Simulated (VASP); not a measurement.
Set up this calculation in VASP 6.6.1, as the native input.

| Item | Value |
| --- | --- |
| Task | single point |
| Functional | r2SCAN |
| Dispersion | D4 |
| Potentials or basis | VASP PAW PBE potentials, release 64 (Pb_d, F) |
| Cutoff | 660 eV |
| k mesh | 8 × 8 × 8 |
| Occupations | fermi-dirac, width 0.05 eV |
| Spin | no spin polarisation |
| Dipole correction | no |
| Further INCAR settings | ALGO = Normal; EDIFF = 1e-06; NBANDS = 21 |

Crystal: PbF2.

```xyz
3
Lattice="0.0000 2.9722 2.9722 2.9722 0.0000 2.9722 2.9722 2.9722 0.0000" Properties=species:S:1:pos:R:3 pbc="T T T"
Pb    0.0000    0.0000    0.0000
F     4.4584    4.4584    4.4584
F     1.4861    1.4861    1.4861
```

These files were run (other wordings do the same):

POSCAR

```
PbF2
1.0
    0.0000000000      2.9722464989      2.9722464989
    2.9722464989      0.0000000000      2.9722464989
    2.9722464989      2.9722464989      0.0000000000
Pb F
1 2
Direct
    0.0000000000      0.0000000000      0.0000000000
    0.7500000000      0.7500000000      0.7500000000
    0.2500000000      0.2500000000      0.2500000000
```

INCAR.step1

```
ALGO = Normal ; EDIFF = 1E-5
ENCUT = 660 ; GGA = PE
GGA_COMPAT = F ; ISMEAR = -1
LASPH = T ; LCHARG = F
LREAL = F ; LWAVE = T
NBANDS = 21 ; NELM = 120
PREC = Accurate ; SIGMA = 0.05
```

INCAR.step2

```
ALGO = Normal ; EDIFF = 1E-6
ENCUT = 660 ; GGA_COMPAT = F
ISIF = 2 ; ISMEAR = -1
ISTART = 1 ; IVDW = 13
LASPH = T ; LCHARG = F
LMIXTAU = T ; LREAL = F
LWAVE = F ; METAGGA = R2SCAN
NBANDS = 21 ; NELM = 120
PREC = Accurate ; SIGMA = 0.05
VDW_A1 = 0.51559235 ; VDW_A2 = 5.77342911
VDW_S6 = 1.0 ; VDW_S8 = 0.6018749
```

KPOINTS

```
k-points
0
Gamma
  8 8 8
```

Potentials or basis: VASP PAW PBE potentials, release 64 (Pb_d, F).

The run is started by

```bash
$ cat potpaw_PBE.64/Pb_d/POTCAR potpaw_PBE.64/F/POTCAR > POTCAR
$ cp INCAR.step1 INCAR
$ mpirun -np 1 vasp_std > vasp.out
$ cp INCAR.step2 INCAR
$ mpirun -np 1 vasp_std > vasp.out
```

It gave:

The pressure is -0.1 GPa, the band gap on the k mesh is 4.94 eV (least direct gap 5.08 eV) and the dispersion energy per atom is -0.067 eV.

Caveat: the PAW data sets were made with another functional, which shifts forces and pressure a little; spin-orbit coupling is left out, which moves the levels of the heavy elements.

It took 120 s on 1 thread of AMD EPYC 9R45 96-Core Processor (Zen 5), with other jobs on the host, peak memory 0.2 GiB.
